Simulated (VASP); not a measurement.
A run of VASP 6.6.1 is set up as follows.

File INCAR:

```
SYSTEM = GeSb2Te4
ALGO = Normal
EDIFF = 1E-6
ENCUT = 520
GGA = PS
ISIF = 2
ISMEAR = 0
LASPH = .TRUE.
LCHARG = .TRUE.
LELF = .TRUE.
LREAL = .FALSE.
LVHAR = .TRUE.
LWAVE = .FALSE.
NBANDS = 33
NELM = 100
PREC = Accurate
SIGMA = 0.1
```

KPOINTS

```
k-points
0
G
  8 8 8
  0 0 0
```

POSCAR

```
GeSb2Te4
1.0
   -3.0072357705      3.0072357705      5.9442345848
    3.0072357705     -3.0072357705      5.9442345848
    3.0072357705      3.0072357705     -5.9442345848
Ge Sb Te
1 2 4
Direct
    0.0000000000      0.0000000000      0.0000000000
    0.5000000000      0.5000000000      0.0000000000
    0.2500000000      0.7500000000      0.5000000000
    0.5064895585      0.0064895585      0.5000000000
    0.2452143521      0.2452143521      0.0000000000
    0.9935104415      0.4935104415      0.5000000000
    0.7547856479      0.7547856479      0.0000000000
```

Potentials or basis: VASP PAW PBE potentials, release 64 (Ge_d, Sb, Te).

The run is started by

```console
$ cat potpaw_PBE.64/Ge_d/POTCAR potpaw_PBE.64/Sb/POTCAR potpaw_PBE.64/Te/POTCAR > POTCAR
$ mpirun -np 1 vasp_std > vasp.out
```

(1) Predict the pressure.

(2) What does it give for the band gap on the k mesh?

Answers

(1) 0.0 GPa.

(2) zero (bands 24 and 25 overlap by 0.18 eV).

Caveat: the PAW data sets were made with another functional, which shifts forces and pressure a little; spin-orbit coupling is left out, which moves the levels of the heavy elements.
